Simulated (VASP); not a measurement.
# CdSe (P1) in VASP: relaxation of the atoms with PBE

Aim: the relaxation of the atoms of CdSe with PBE.

Program: VASP 6.6.1. These are calculated values, not measurements. Logs are shortened: lines on timing, memory, paths and dates and some standing lists are left out, and cuts for length are marked.

## 1. The cell of the first run

The typed cell holds 4 atoms: a = 4.439 Å, b = 4.385 Å, c = 6.189 Å, α = 90.64°, β = 90.50°, γ = 90.15°.

## 2. Relaxation of the atoms, PBE

Contents of INCAR:

```
SYSTEM = CdSe
PREC = Accurate
ENCUT = 450
EDIFF = 1E-7
ISMEAR = 0
SIGMA = 0.05
LREAL = .FALSE.
LASPH = .TRUE.
NELM = 120
ALGO = Normal
ISIF = 2
LWAVE = .FALSE.
LCHARG = .FALSE.
GGA = PE
IBRION = 2
NSW = 100
EDIFFG = -0.01
GGA_COMPAT = .FALSE.
NELMIN = 4
KPAR = 4
```

Contents of KPOINTS:

```
Automatic mesh
0
G
  6 6 4
  0 0 0
```

Contents of POSCAR:

```
CdSe
1.0
   -0.0193663217     -3.1431719225     -3.1349775664
   -0.0244112737      3.1049084404     -3.0967140843
    6.1888761903     -0.0050449519      0.0437775954
Cd Se
2 2
Direct
    0.5219986143      0.5498199624      0.5383765246
    0.0036103199     -0.0509757421     -0.0666736280
   -0.0400875175      0.4748083043      0.2128526634
    0.5144785832      0.0263474754      0.8154444400
```

Potentials or basis: VASP PAW PBE potentials, release 64 (Cd, Se).

Started as:

```bash
$ cat potpaw_PBE.64/Cd/POTCAR potpaw_PBE.64/Se/POTCAR > POTCAR
$ mpirun -np 4 vasp_std > vasp.out
```

OUTCAR:

```text
SYSTEM = CdSe
   PREC = Accurate
   ENCUT = 450
   EDIFF = 1E-7
   ISMEAR = 0
   LREAL = .FALSE.
   LASPH = .TRUE.
   NELM = 120
   ISIF = 2
   GGA = PE
   IBRION = 2
   NSW = 100
   EDIFFG = -0.01
   NELMIN = 4

 ion  position               nearest neighbor table
   1  0.522  0.550  0.538-   4 2.69   3 2.83   4 2.88   3 3.21   2 3.66
   2  0.004  0.949  0.933-   4 2.31   4 2.41   3 2.73   3 2.88   1 3.66
   3  0.960  0.475  0.213-   2 2.73   1 2.83   2 2.88   1 3.21
   4  0.514  0.026  0.815-   2 2.31   2 2.41   1 2.69   1 2.88

  LATTYP: Found a triclinic cell.
 ALAT       =     7.5452105710
 B/A-ratio  =     0.5812006270
 C/A-ratio  =     0.5883690135
 COS(alpha) =     0.0026021888
 COS(beta)  =     0.0087144666
 COS(gamma) =     0.5720640713

  Lattice vectors:

 A1 = (   6.1644649166,   3.0998634885,  -3.0529364889)
 A2 = (  -0.0244112737,   3.1049084404,  -3.0967140843)
 A3 = (   0.0193663217,   3.1431719225,   3.1349775664)

Analysis of symmetry for initial positions (statically):
=====================================================================
 Subroutine PRICEL returns:
 Original cell was already a primitive cell.

 Routine SETGRP: Setting up the symmetry group for a
 triclinic supercell.

 Subroutine GETGRP returns: Found  1 space group operations
 (whereof  1 operations were pure point group operations)
 out of a pool of  2 trial point group operations.

The static configuration has the point symmetry C_1 .

Analysis of symmetry for dynamics (positions and initial velocities):
=====================================================================
 Subroutine PRICEL returns:
 Original cell was already a primitive cell.

 Routine SETGRP: Setting up the symmetry group for a
 triclinic supercell.

 Subroutine GETGRP returns: Found  1 space group operations
 (whereof  1 operations were pure point group operations)
 out of a pool of  2 trial point group operations.

The dynamic configuration has the point symmetry C_1 .

 Subroutine INISYM returns: Found  1 space group operations
 (whereof  1 operations are pure point group operations),
 and found     1 'primitive' translations

----------------------------------------------------------------------------------------

                                     Primitive cell

  volume of cell :     120.4748

  direct lattice vectors                    reciprocal lattice vectors
    -0.019366322 -3.143171923 -3.134977566     0.000998571 -0.159071565 -0.159500363
    -0.024411274  3.104908440 -3.096714084     0.001273431  0.161039021 -0.161467819
     6.188876190 -0.005044952  0.043777595     0.161588371  0.000137430 -0.001136001

  length of vectors
     4.439368100  4.385281115  6.189033077     0.225266788  0.228050531  0.161592423

  position of ions in fractional coordinates (direct lattice)
     0.521998614  0.549819962  0.538376525
     0.003610320  0.949024258  0.933326372
     0.959912483  0.474808304  0.212852663
     0.514478583  0.026347475  0.815444440

  ion indices of the primitive-cell ions
   primitive index   ion index
                 1           1
                 2           2
                 3           3
                 4           4

----------------------------------------------------------------------------------------

 KPOINTS: Automatic mesh

Automatic generation of k-mesh.
 Grid dimensions read from file:
 generate k-points for:    6    6    4

 Generating k-lattice:

  Cartesian coordinates                     Fractional coordinates (reciprocal lattice)
     0.000166429 -0.026511928 -0.026583394     0.166666667  0.000000000 -0.000000000
     0.000212239  0.026839837 -0.026911303     0.000000000  0.166666667  0.000000000
     0.040397093  0.000034357 -0.000284000     0.000000000  0.000000000  0.250000000

  Length of vectors
     0.037544465  0.038008422  0.040398106

  Shift w.r.t. Gamma in fractional coordinates (k-lattice)
     0.000000000  0.000000000  0.000000000

 Subroutine IBZKPT returns following result:
 ===========================================

 Found     76 irreducible k-points:

 Following reciprocal coordinates:
            Coordinates               Weight
  0.000000  0.000000  0.000000      1.000000
  0.166667  0.000000  0.000000      2.000000
  0.333333  0.000000  0.000000      2.000000
  0.500000 -0.000000  0.000000      1.000000
 -0.000000  0.166667  0.000000      2.000000
  0.166667  0.166667  0.000000      2.000000
[... 16 lines left out ...]
  0.333333  0.000000  0.250000      2.000000
  0.500000  0.000000  0.250000      2.000000
 [... further k-points ...]
   k-points           NKPTS =     76   k-points in BZ     NKDIM =     76   number of bands    NBANDS=     22
   number of dos      NEDOS =    301   number of ions     NIONS =      4
   total plane-waves  NPLWV =  46080
   dimension x,y,z NGX =    32 NGY =   30 NGZ =   48
   dimension x,y,z NGXF=    64 NGYF=   60 NGZF=   96
   ions per type =               2   2
   NGX,Y,Z   is equivalent  to a cutoff of  11.98, 11.37, 12.89 a.u.
   NGXF,Y,Z  is equivalent  to a cutoff of  23.97, 22.75, 25.79 a.u.
 SYSTEM =  CdSe
   PREC   = accura    normal or accurate (medium, high low for compatibility)
   ISTART =      0    job   : 0-new  1-cont  2-samecut
   ICHARG =      2    charge: 1-file 2-atom 10-const
   ISPIN  =      1    spin polarized calculation?
   LNONCOLLINEAR =      F non collinear calculations
   LSORBIT =      F    spin-orbit coupling
   LASPH  =      T    aspherical Exc in radial PAW
   ENCUT  =  450.0 eV  33.07 Ry    5.75 a.u.   7.68  7.59 10.70*2*pi/ulx,y,z
   NELM   =    120;   NELMIN=  4; NELMDL= -5     # of ELM steps
   EDIFF  = 0.1E-06   stopping-criterion for ELM
   LREAL  =      F    real-space projection
   EDIFFG = -.1E-01   stopping-criterion for IOM
   NSW    =    100    number of steps for IOM
   IBRION =      2    ionic relax: 0-MD 1-quasi-New 2-CG
   NFREE  =      1    steps in history (QN), initial steepest desc. (CG)
   ISIF   =      2    stress and relaxation
   ISYM   =      2    0-nonsym 1-usesym 2-fastsym
   POTIM  = 0.5000    time-step for ionic-motion
   TEBEG  =    0.0;   TEEND  =   0.0 temperature during run
   PSTRESS=    0.0 pullay stress
   NELECT =      36.0000    total number of electrons
   NUPDOWN=      -1.0000    fix difference up-down
   EMIN   =  10.00;   EMAX   =-10.00  energy-range for DOS
   EFERMI =   0.00;   METHOD = LEGACY
   ISMEAR =     0;   SIGMA  =   0.05  broadening in eV -4-tet -1-fermi 0-gaus
   EFERMI_NEDOS =   21; number of points for ismear=-14 and -15
   IALGO  =     38    algorithm
   IMIX   =      4    mixing-type and parameters
     AMIX     =   0.40;   BMIX     =  1.00
     AMIX_MAG =   1.60;   BMIX_MAG =  1.00
  volume/ion in A,a.u.               =      30.12       203.25
  Fermi-wavevector in a.u.,A,eV,Ry     =   1.094486  2.068279 16.298419  1.197900
  Thomas-Fermi vector in A             =   2.230792
   LORBIT       =      0    0 simple, 1 ext, 2 COOP (PROOUT), +10 PAW based schemes
   GGA     = PE    functional components
   LHFCALC =     F    Hartree Fock is set to
   AEXX    =    0.0000 exact exchange contribution
   IVDW    =     0    specifies the selected vdW correction
   LEPSILON=     F    determine dielectric tensor
   LRPA    =     F    only Hartree local field effects (RPA)
 conjugate gradient relaxation of ions
 non-spin polarized calculation
 Gauss-broadening in eV      SIGMA  =   0.05
  energy-cutoff  :      450.00
  volume of cell :      120.47
 maximum number of plane-waves:      2625
   NGX = 15   NGY = 15   NGZ = 21

--------------------------------------- Ionic step        1  -------------------------------------------

 number of electron      35.9999985 magnetization

 Free energy of the ion-electron system (eV)
  ---------------------------------------------------
  ext. energy  EPLUGINS =         0.00000000
  ---------------------------------------------------
  free energy    TOTEN  =        -9.41563690 eV

  energy without entropy =       -9.41520661  energy(sigma->0) =       -9.41542176

------------------------ aborting loop because EDIFF is reached ----------------------------------------

  FORCE on cell =-STRESS in cart. coord.  units (eV):
  Direction    XX          YY          ZZ          XY          YZ          ZX
  --------------------------------------------------------------------------------------
  -------------------------------------------------------------------------------------
  Total       -1.6319780      4.6667493      3.6478035     -1.3500268      4.4567235     -0.6400943
  in kB      -21.7034491     62.0624514     48.5116321    -17.9538194     59.2693466     -8.5125258
  external PRESSURE =      29.6235448 kB  Pullay stress =       0.0000000 kB
[... 95 lines left out ...]
  FREE ENERGIE OF THE ION-ELECTRON SYSTEM (eV)
  ---------------------------------------------------
  free  energy   TOTEN  =       -10.4583261321 eV

  energy  without entropy=      -10.4583261269  energy(sigma->0) =      -10.45832613

[... ionic steps 4 to 21 ...]

--------------------------------------- Ionic step       22  -------------------------------------------

 number of electron      35.9999999 magnetization

------------------------ aborting loop because EDIFF is reached ----------------------------------------

  FORCE on cell =-STRESS in cart. coord.  units (eV):
  Direction    XX          YY          ZZ          XY          YZ          ZX
  --------------------------------------------------------------------------------------
  -------------------------------------------------------------------------------------
  Total       -0.2740336     -0.3878904     -0.3499325      0.0256129     -0.2047274     -0.2306127
  in kB       -3.6443350     -5.1585005     -4.6537037      0.3406229     -2.7226418     -3.0668861
  external PRESSURE =      -4.4855131 kB  Pullay stress =       0.0000000 kB
[... 61 lines left out ...]
  energy  without entropy=      -10.9910549182  energy(sigma->0) =      -10.99105492

--------------------------------------- Ionic step       24  -------------------------------------------

 number of electron      35.9999999 magnetization

 Free energy of the ion-electron system (eV)
  ---------------------------------------------------
  ext. energy  EPLUGINS =         0.00000000
  ---------------------------------------------------
  free energy    TOTEN  =       -10.99110192 eV

  energy without entropy =      -10.99110192  energy(sigma->0) =      -10.99110192

 E-fermi :   0.6740     XC(G=0):  -8.5777

 val. band max:        0.4628125173   @ k =   0.0000   0.0000   0.0000
 cond. band min:       0.8883918073   @ k =   0.0000   0.0000   0.0000
 fundamental gap:      0.4255792900
 Fermi energy:         0.6740249317

 k-point     1 :       0.0000    0.0000    0.0000
  band No.  band energies     occupation
      1     -11.8089      2.00000
      2     -11.3916      2.00000
      3      -7.3091      2.00000
      4      -7.3065      2.00000
      5      -7.3036      2.00000
      6      -7.1414      2.00000
[... 574 lines left out ...]
      6      -7.2164      2.00000
[... 14 lines left out ...]
     21       6.4254      0.00000
     22       6.4656      0.00000

 [... further k-points ...]
[... 5 lines left out ...]
  --------------------------------------------------------------------------------------
  -------------------------------------------------------------------------------------
  Total       -0.2739640     -0.3873235     -0.3495970      0.0237305     -0.1958553     -0.2399384
  in kB       -3.6434090     -5.1509620     -4.6492414      0.3155882     -2.6046529     -3.1909074
  external PRESSURE =      -4.4812041 kB  Pullay stress =       0.0000000 kB
[... 19 lines left out ...]
  FREE ENERGIE OF THE ION-ELECTRON SYSTEM (eV)
  ---------------------------------------------------
  free  energy   TOTEN  =       -10.9911019153 eV

  energy  without entropy=      -10.9911019153  energy(sigma->0) =      -10.99110192

 reached required accuracy - stopping structural energy minimisation
```

Wall time 6.6 min (4 MPI ranks of Intel Xeon Platinum 8375C at 2.90GHz (Ice Lake), shared host); peak memory 0.3 GiB.

What came out:

```yaml
Free_energy: -10.9911 eV
Energy_gained_by_relaxing: 393.9 meV/atom
Ionic_steps: 24
Pressure_after_relaxing: -0.4 GPa
Largest_force_after_relaxing: 0.009 eV/Å
Band_gap_on_the_k_mesh: 0.43 eV, direct
```

Forces in eV/Å, atoms in the order of the input:
```
Cd   0.004 -0.008  0.004
Cd  -0.002 -0.001 -0.003
Se  -0.004  0.005 -0.002
Se   0.002  0.004  0.001
```

The path:
```tsv
step	energy change (eV)	largest force (eV/Å)	pressure (GPa)
1	0.0000	3.1692	2.96
2	-0.7470	2.1916	1.16
3	-1.0427	2.0427	0.59
4	-1.0585	1.2737	0.98
5	-1.1359	1.5620	0.57
6	-1.3504	0.8904	-0.24
7	-1.3634	0.9496	-0.31
8	-1.4761	0.5642	-0.69
9	-1.5005	0.3897	-0.72
10	-1.5267	0.2734	-0.73
11	-1.5350	0.2206	-0.69
12	-1.5440	0.1454	-0.65
13	-1.5495	0.2269	-0.56
14	-1.5570	0.1812	-0.54
15	-1.5659	0.1920	-0.48
16	-1.5731	0.0652	-0.46
17	-1.5740	0.0706	-0.45
18	-1.5749	0.0411	-0.45
19	-1.5749	0.0360	-0.45
20	-1.5753	0.0214	-0.45
21	-1.5753	0.0212	-0.45
22	-1.5754	0.0112	-0.45
23	-1.5754	0.0159	-0.45
24	-1.5755	0.0095	-0.45
```

Final structure:
```yaml
crystal:
  lattice:
    - [-0.01937, -3.14317, -3.13498]
    - [-0.02441, 3.10491, -3.09671]
    - [6.18888, -0.00504, 0.04378]
  atoms:
    - { symbol: Cd, position: [0.50097, 0.49988, 0.49872] }
    - { symbol: Cd, position: [0.00118, 0.99726, 0.99886] }
    - { symbol: Se, position: [0.99882, 0.50054, 0.25126] }
    - { symbol: Se, position: [0.49903, 0.00232, 0.75116] }
```

Levels at points of the mesh, in eV from the valence-band top:
```tsv
k point	band 14	band 15	band 16	band 17	band 18	band 19	band 20	band 21	band 22
(0.00, 0.00, 0.00)	-1.74	-1.64	-0.08	-0.04	0.00	0.43	3.18	3.61	5.80
(0.50, 0.00, 0.00)	-3.40	-1.86	-1.86	-0.70	-0.70	3.56	3.56	5.81	5.81
(0.00, 0.50, 0.00)	-3.37	-1.84	-1.83	-0.77	-0.76	3.46	3.47	5.78	5.79
(0.50, 0.50, 0.00)	-3.83	-1.71	-1.67	-1.65	-1.60	3.21	3.22	3.65	3.69
(0.00, 0.00, 0.50)	-2.46	-1.00	-1.00	-0.92	-0.92	3.08	3.08	4.19	4.19
(0.50, 0.00, 0.50)	-4.05	-0.71	-0.69	-0.68	-0.64	2.26	2.33	6.36	6.39
(0.00, 0.50, 0.50)	-4.01	-0.76	-0.74	-0.71	-0.64	2.18	2.27	6.28	6.34
(0.50, 0.50, 0.50)	-3.72	-2.03	-2.03	-1.97	-1.97	4.71	4.72	5.20	5.21
```

Caveat: the cell differs from its parent crystal (all atoms moved at random, sigma 0.25 Å a component, cell strained at random, sigma 0.01).
